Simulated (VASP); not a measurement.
# Pd (Fm-3m) in VASP: single point with PBEsol

Aim: the single point of Pd with PBEsol.

All numbers are computed with VASP 6.6.1; they aren't measurements. Logs are shortened: lines on timing, memory, paths and dates and some standing lists are left out, and cuts for length are marked.

## Step 1: The cell of the first run

The structure is cubic, space group Fm-3m (No. 225). Conventional cell: a = 3.877 Å, b = 3.877 Å, c = 3.877 Å, α = 90.00°, β = 90.00°, γ = 90.00°. Within 3.6 Å of Pd (site symmetry m-3m) lie 12 Pd at 2.74 Å.

## Step 2: Single point, PBEsol

Input file POSCAR:

```
Pd
1.0
    0.0000000000      1.9384608481      1.9384608481
    1.9384608481      0.0000000000      1.9384608481
    1.9384608481      1.9384608481      0.0000000000
Pd
1
Direct
    0.0000000000      0.0000000000      0.0000000000
```

Input file INCAR.step1:

```
SYSTEM = Pd
PREC = Accurate ; ENCUT = 470
EDIFF = 1E-6 ; ISMEAR = -1
SIGMA = 0.1 ; LREAL = .FALSE.
LASPH = .TRUE. ; NELM = 120
ALGO = Normal ; ISIF = 2
LWAVE = .FALSE. ; LCHARG = .TRUE.
LMAXMIX = 4 ; GGA = PS
NBANDS = 15 ; GGA_COMPAT = .FALSE.
NEDOS = 2001 ; LORBIT = 11
```

Input file KPOINTS.step1:

```
regular mesh
0
G
  13 13 13
  0 0 0
```

Input file INCAR.step2:

```
SYSTEM = Pd
PREC = Accurate ; ENCUT = 470
EDIFF = 1E-6 ; ISMEAR = -5
SIGMA = 0.1 ; LREAL = .FALSE.
LASPH = .TRUE. ; NELM = 120
ALGO = Normal ; ISIF = 2
LWAVE = .FALSE. ; LCHARG = .FALSE.
LMAXMIX = 4 ; GGA = PS
LORBIT = 10 ; NEDOS = 1001
ICHARG = 11 ; GGA_COMPAT = .FALSE.
```

Input file KPOINTS.step2:

```
regular mesh
0
G
  20 20 20
  0 0 0
```

Potentials or basis: VASP PAW PBE potentials, release 64 (Pd_sv_GW).

The run is started by

```sh
$ cat potpaw_PBE.64/Pd_sv_GW/POTCAR > POTCAR
$ cp INCAR.step1 INCAR
$ cp KPOINTS.step1 KPOINTS
$ mpirun -np 1 vasp_std > vasp.out
$ cp INCAR.step2 INCAR
$ cp KPOINTS.step2 KPOINTS
$ mpirun -np 1 vasp_std > vasp.out
```

OUTCAR:

```text
SYSTEM = Pd
   PREC = Accurate
   ENCUT = 470
   EDIFF = 1E-6
   ISMEAR = -5
   LREAL = .FALSE.
   LASPH = .TRUE.
   NELM = 120
   ISIF = 2
   GGA = PS
   LORBIT = 10
   ICHARG = 11

 ion  position               nearest neighbor table
   1  0.000  0.000  0.000-

  LATTYP: Found a face centered cubic cell.
 ALAT       =     3.8769216962

  Lattice vectors:

 A1 = (   0.0000000000,   1.9384608481,   1.9384608481)
 A2 = (   1.9384608481,   0.0000000000,   1.9384608481)
 A3 = (   1.9384608481,   1.9384608481,   0.0000000000)

Analysis of symmetry for initial positions (statically):
=====================================================================
 Subroutine PRICEL returns:
 Original cell was already a primitive cell.

 Routine SETGRP: Setting up the symmetry group for a
 face centered cubic supercell.

 Subroutine GETGRP returns: Found 48 space group operations
 (whereof 48 operations were pure point group operations)
 out of a pool of 48 trial point group operations.

The static configuration has the point symmetry O_h .

Analysis of symmetry for dynamics (positions and initial velocities):
=====================================================================
 Subroutine PRICEL returns:
 Original cell was already a primitive cell.

 Routine SETGRP: Setting up the symmetry group for a
 face centered cubic supercell.

 Subroutine GETGRP returns: Found 48 space group operations
 (whereof 48 operations were pure point group operations)
 out of a pool of 48 trial point group operations.

The dynamic configuration has the point symmetry O_h .

 Subroutine INISYM returns: Found 48 space group operations
 (whereof 48 operations are pure point group operations),
 and found     1 'primitive' translations

----------------------------------------------------------------------------------------

                                     Primitive cell

  volume of cell :      14.5680

  direct lattice vectors                    reciprocal lattice vectors
     0.000000000  1.938460848  1.938460848    -0.257936600  0.257936600  0.257936600
     1.938460848  0.000000000  1.938460848     0.257936600 -0.257936600  0.257936600
     1.938460848  1.938460848  0.000000000     0.257936600  0.257936600 -0.257936600

  length of vectors
     2.741397622  2.741397622  2.741397622     0.446759296  0.446759296  0.446759296

  position of ions in fractional coordinates (direct lattice)
     0.000000000  0.000000000  0.000000000

  ion indices of the primitive-cell ions
   primitive index   ion index
                 1           1

----------------------------------------------------------------------------------------

 KPOINTS: regular mesh

Automatic generation of k-mesh.
 Grid dimensions read from file:
 generate k-points for:   20   20   20

 Generating k-lattice:

  Cartesian coordinates                     Fractional coordinates (reciprocal lattice)
    -0.012896830  0.012896830  0.012896830     0.050000000  0.000000000  0.000000000
     0.012896830 -0.012896830  0.012896830     0.000000000  0.050000000  0.000000000
     0.012896830  0.012896830 -0.012896830     0.000000000  0.000000000  0.050000000

  Length of vectors
     0.022337965  0.022337965  0.022337965

  Shift w.r.t. Gamma in fractional coordinates (k-lattice)
     0.000000000  0.000000000  0.000000000

 TETIRR: Found   1093 inequivalent tetrahedra from    48000

 Subroutine IBZKPT returns following result:
 ===========================================

 Found    256 irreducible k-points:

 Following reciprocal coordinates:
            Coordinates               Weight
  0.000000  0.000000  0.000000      1.000000
  0.050000  0.000000  0.000000      8.000000
  0.100000  0.000000  0.000000      8.000000
  0.150000  0.000000  0.000000      8.000000
  0.200000  0.000000  0.000000      8.000000
  0.250000  0.000000  0.000000      8.000000
[... 16 lines left out ...]
 -0.400000  0.050000  0.000000     24.000000
 -0.350000  0.050000  0.000000     24.000000
 [... further k-points ...]
   k-points           NKPTS =    256   k-points in BZ     NKDIM =    256   number of bands    NBANDS=     13
   number of dos      NEDOS =   1001   number of ions     NIONS =      1
   total plane-waves  NPLWV =   8000
   dimension x,y,z NGX =    20 NGY =   20 NGZ =   20
   dimension x,y,z NGXF=    40 NGYF=   40 NGZF=   40
   ions per type =               1
   NGX,Y,Z   is equivalent  to a cutoff of  12.13, 12.13, 12.13 a.u.
   NGXF,Y,Z  is equivalent  to a cutoff of  24.26, 24.26, 24.26 a.u.
 SYSTEM =  Pd
   PREC   = accura    normal or accurate (medium, high low for compatibility)
   ISTART =      0    job   : 0-new  1-cont  2-samecut
   ICHARG =     11    charge: 1-file 2-atom 10-const
   ISPIN  =      1    spin polarized calculation?
   LNONCOLLINEAR =      F non collinear calculations
   LSORBIT =      F    spin-orbit coupling
   LASPH  =      T    aspherical Exc in radial PAW
   ENCUT  =  470.0 eV  34.54 Ry    5.88 a.u.   4.85  4.85  4.85*2*pi/ulx,y,z
   NELM   =    120;   NELMIN=  2; NELMDL=  0     # of ELM steps
   EDIFF  = 0.1E-05   stopping-criterion for ELM
   LREAL  =      F    real-space projection
   EDIFFG = 0.1E-04   stopping-criterion for IOM
   NSW    =      0    number of steps for IOM
   IBRION =     -1    ionic relax: 0-MD 1-quasi-New 2-CG
   NFREE  =      0    steps in history (QN), initial steepest desc. (CG)
   ISIF   =      2    stress and relaxation
   ISYM   =      2    0-nonsym 1-usesym 2-fastsym
   POTIM  = 0.5000    time-step for ionic-motion
   TEBEG  =    0.0;   TEEND  =   0.0 temperature during run
   PSTRESS=    0.0 pullay stress
   NELECT =      18.0000    total number of electrons
   NUPDOWN=      -1.0000    fix difference up-down
   EMIN   =  10.00;   EMAX   =-10.00  energy-range for DOS
   EFERMI =   0.00;   METHOD = LEGACY
   ISMEAR =    -5;   SIGMA  =   0.10  broadening in eV -4-tet -1-fermi 0-gaus
   EFERMI_NEDOS =   21; number of points for ismear=-14 and -15
   IALGO  =     38    algorithm
   IMIX   =      4    mixing-type and parameters
     AMIX     =   0.40;   BMIX     =  1.00
     AMIX_MAG =   1.60;   BMIX_MAG =  1.00
  volume/ion in A,a.u.               =      14.57        98.31
  Fermi-wavevector in a.u.,A,eV,Ry     =   1.756704  3.319690 41.987709  3.086010
  Thomas-Fermi vector in A             =   2.826202
   LORBIT       =     10    0 simple, 1 ext, 2 COOP (PROOUT), +10 PAW based schemes
   GGA     = PS    functional components
   LHFCALC =     F    Hartree Fock is set to
   AEXX    =    0.0000 exact exchange contribution
   IVDW    =     0    specifies the selected vdW correction
   LEPSILON=     F    determine dielectric tensor
   LRPA    =     F    only Hartree local field effects (RPA)
 non-spin polarized calculation
 Fermi weights with tetrahedron method with Bloechl corrections
  energy-cutoff  :      470.00
  volume of cell :       14.57
 maximum number of plane-waves:       345

 number of electron      18.0000000 magnetization

 Free energy of the ion-electron system (eV)
  ---------------------------------------------------
  ext. energy  EPLUGINS =         0.00000000
  ---------------------------------------------------
  free energy    TOTEN  =        -4.50908781 eV

  energy without entropy =       -4.50908781  energy(sigma->0) =       -4.50908781

 E-fermi :   8.5255     XC(G=0): -13.8079

 val. band max:        8.5459876414   @ k =   0.4500   0.1500   0.0000
 cond. band min:       8.5224799678   @ k =   0.3500   0.3500   0.0000
 fundamental gap:     -0.0235076736
 Fermi energy:         8.5255040820

 k-point     1 :       0.0000    0.0000    0.0000
  band No.  band energies     occupation
      1     -75.5702      2.00000
      2     -41.0798      2.00000
      3     -41.0798      2.00000
      4     -41.0798      2.00000
      5       1.1768      2.00000
      6       5.6228      2.00000
      7       5.6228      2.00000
      8       5.6228      2.00000
      9       7.2890      2.00000
     10       7.2890      2.00000
     11      25.4602      0.00000
     12      30.2306      0.00000
     13      30.2306      0.00000

 k-point     2 :       0.0500    0.0000    0.0000
  band No.  band energies     occupation
      1     -75.5688      2.00000
      2     -41.0909      2.00000
      3     -41.0813      2.00000
      4     -41.0813      2.00000
      5       1.2693      2.00000
      6       5.5883      2.00000
      7       5.6556      2.00000
      8       5.6556      2.00000
      9       7.2726      2.00000
     10       7.2726      2.00000
     11      25.5634      0.00000
     12      29.6407      0.00000
     13      30.3412      0.00000

 k-point     3 :       0.1000    0.0000    0.0000
  band No.  band energies     occupation
      1     -75.5646      2.00000
      2     -41.1223      2.00000
      3     -41.0858      2.00000
      4     -41.0858      2.00000
      5       1.5387      2.00000
      6       5.4991      2.00000
      7       5.7439      2.00000
      8       5.7439      2.00000
      9       7.2352      2.00000
     10       7.2352      2.00000
     11      25.8208      0.00000
     12      28.3506      0.00000
     13      30.6606      0.00000
[... 305 lines left out ...]
 k-point    23 :      -0.4000    0.0500    0.0000
  band No.  band energies     occupation
      1     -75.5151      2.00000
      2     -41.4839      2.00000
      3     -41.1488      2.00000
      4     -41.1374      2.00000
      5       3.1932      2.00000
      6       5.5971      2.00000
      7       5.6754      2.00000
      8       7.6825      2.00000
      9       8.2326      2.00000
     10       9.2169     -0.06572
     11      17.2726      0.00000
     12      25.1683      0.00000
     13      29.1405      0.00000

 k-point    24 :      -0.3500    0.0500    0.0000
  band No.  band energies     occupation
      1     -75.5208      2.00000
      2     -41.4421      2.00000
      3     -41.1437      2.00000
      4     -41.1300      2.00000
      5       3.2412      2.00000
      6       5.6881      2.00000
      7       5.7556      2.00000
      8       7.0162      2.00000
      9       7.9386      2.00000
     10       8.6245      0.54678
     11      18.8742      0.00000
     12      25.5280      0.00000
     13      29.5642      0.00000

 [... further k-points ...]

------------------------ aborting loop because EDIFF is reached ----------------------------------------

  FORCE on cell =-STRESS in cart. coord.  units (eV):
  Direction    XX          YY          ZZ          XY          YZ          ZX
  --------------------------------------------------------------------------------------
  -------------------------------------------------------------------------------------
  Total       -0.4781121     -0.4781121     -0.4781121     -0.0000000      0.0000000     -0.0000000
  in kB      -52.5822610    -52.5822610    -52.5822610     -0.0000000      0.0000000     -0.0000000
  external PRESSURE =     -52.5822610 kB  Pullay stress =       0.0000000 kB

 VOLUME and BASIS-vectors are now :
 -----------------------------------------------------------------------------
  energy-cutoff  :      470.00
  volume of cell :       14.57
      direct lattice vectors                 reciprocal lattice vectors
     0.000000000  1.938460848  1.938460848    -0.257936600  0.257936600  0.257936600
     1.938460848  0.000000000  1.938460848     0.257936600 -0.257936600  0.257936600
     1.938460848  1.938460848  0.000000000     0.257936600  0.257936600 -0.257936600

 POSITION                                       TOTAL-FORCE (eV/Angst)
 -----------------------------------------------------------------------------------
      0.00000      0.00000      0.00000         0.000000      0.000000      0.000000
 -----------------------------------------------------------------------------------
    total drift:                               -0.000000     -0.000000     -0.000000

  FREE ENERGIE OF THE ION-ELECTRON SYSTEM (eV)
  ---------------------------------------------------
  free  energy   TOTEN  =        -4.5090878121 eV

  energy  without entropy=       -4.5090878121  energy(sigma->0) =       -4.50908781

 total charge

# of ion       s       p       d       f       tot
--------------------------------------------------
    1        2.166   6.115   7.392   0.013  15.686
```

Run time: 37 s. Hardware: 1 thread of AMD EPYC 7R43 (Zen 3), shared host; peak memory 0.14 GiB.

What came out:

- Valence electrons inside the program's atomic spheres: Pd 15.69

Caveat: the PAW data sets were made with another functional, which shifts forces and pressure a little.
